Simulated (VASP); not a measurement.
Write the native input for VASP 6.6.1 that does the following.

```
Task                   : single point
Functional             : r2SCAN
Potentials or basis    : VASP PAW PBE potentials, release 64 (Cd, S)
Cutoff                 : 550 eV
k mesh                 : 6 × 6 × 6
Occupations            : gaussian, width 0.01 eV
Spin                   : no spin polarisation
Dipole correction      : no
Further INCAR settings : ALGO = Normal; EDIFF = 1e-06; NBANDS = 16
```

The system is CdS.

```
Cd S
1.0
     0.00000    2.96832    2.96832
     2.96832    0.00000    2.96832
     2.96832    2.96832    0.00000
Cd S
1 1
Cartesian
  0.0000 0.0000 0.0000
  1.4842 1.4842 1.4842
```

The input as run:

POSCAR

```
CdS
1.0
    0.0000000000      2.9683178717      2.9683178717
    2.9683178717      0.0000000000      2.9683178717
    2.9683178717      2.9683178717      0.0000000000
Cd S
1 1
Direct
    0.0000000000      0.0000000000      0.0000000000
    0.2500000000      0.2500000000      0.2500000000
```

INCAR.step1

```
ALGO = Normal
EDIFF = 1E-5
ENCUT = 550
GGA = PE
GGA_COMPAT = False
ISMEAR = 0
LASPH = True
LCHARG = False
LREAL = False
LWAVE = True
NBANDS = 16
NELM = 120
PREC = Accurate
SIGMA = 0.01
```

INCAR.step2

```
ALGO = Normal
EDIFF = 1E-6
ENCUT = 550
GGA_COMPAT = False
ISIF = 2
ISMEAR = 0
ISTART = 1
LASPH = True
LCHARG = False
LMIXTAU = True
LREAL = False
LWAVE = False
METAGGA = R2SCAN
NBANDS = 16
NELM = 120
PREC = Accurate
SIGMA = 0.01
```

KPOINTS

```
k-points
0
Gamma
  6 6 6
```

Potentials or basis: VASP PAW PBE potentials, release 64 (Cd, S).

Command:

```sh
$ cat potpaw_PBE.64/Cd/POTCAR potpaw_PBE.64/S/POTCAR > POTCAR
$ cp INCAR.step1 INCAR
$ mpirun -np 1 vasp_std > vasp.out
$ cp INCAR.step2 INCAR
$ mpirun -np 1 vasp_std > vasp.out
```

It gave:

The pressure is -1.4 GPa and the band gap on the k mesh is 1.47 eV.

Caveat: the PAW data sets were made with another functional, which shifts forces and pressure a little.

Wall time 28 s on 1 thread of Intel(R) Xeon(R) 6975P-C (Granite Rapids), on a shared host, peak memory 0.19 GiB.
